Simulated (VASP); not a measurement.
Here is a VASP 6.6.1 calculation.

File POSCAR:

```
BaTiO3
1.0
    3.9998000000      0.0000000000      0.0000000000
    0.0000000000      3.9998000000      0.0000000000
    0.0000000000      0.0000000000      4.0180000000
Ba Ti O
1 1 3
Direct
    0.0000000000      0.0000000000      0.0000000000
    0.5000000000      0.5000000000      0.4900000000
    0.5000000000      0.5000000000      0.0190000000
    0.5000000000      0.0000000000      0.5170000000
    0.0000000000      0.5000000000      0.5170000000
```

File INCAR.step1:

```
ALGO = Normal
EDIFF = 1E-5
ENCUT = 660
GGA = PE
GGA_COMPAT = F
ISMEAR = 0
LASPH = T
LCHARG = F
LREAL = F
LWAVE = T
NBANDS = 28
NELM = 120
PREC = Accurate
SIGMA = 0.02
```

The input INCAR.step2:

```
ALGO = Normal
EDIFF = 1E-6
ENCUT = 660
GGA_COMPAT = F
ISIF = 2
ISMEAR = 0
ISTART = 1
LASPH = T
LCHARG = F
LMIXTAU = T
LREAL = F
LWAVE = F
METAGGA = R2SCAN
NBANDS = 28
NELM = 120
PREC = Accurate
SIGMA = 0.02
```

File KPOINTS:

```
k-points
0
Gamma
  8 8 8
```

Potentials or basis: VASP PAW PBE potentials, release 64 (Ba_sv, Ti_sv, O).

Launch:

```bash
$ cat potpaw_PBE.64/Ba_sv/POTCAR potpaw_PBE.64/Ti_sv/POTCAR potpaw_PBE.64/O/POTCAR > POTCAR
$ cp INCAR.step1 INCAR
$ mpirun -np 1 vasp_std > vasp.out
$ cp INCAR.step2 INCAR
$ mpirun -np 1 vasp_std > vasp.out
```

Question: Predict the band gap on the k mesh.

Answer: 2.16 eV (least direct gap 2.46 eV).

Question: Estimate the pressure.

Answer: 1.0 GPa.

Question: What does it give for the largest force?

Answer: 0.309 eV/Å.

Stress tensor (GPa, compression positive):
```
0.68 0.00 0.00
0.00 0.68 0.00
0.00 0.00 1.61
```

Caveat: the PAW data sets were made with another functional, which shifts forces and pressure a little; spin-orbit coupling is left out, which moves the levels of the heavy elements. r2SCAN opens gaps a little over a GGA but as a rule still falls short of measured ones.
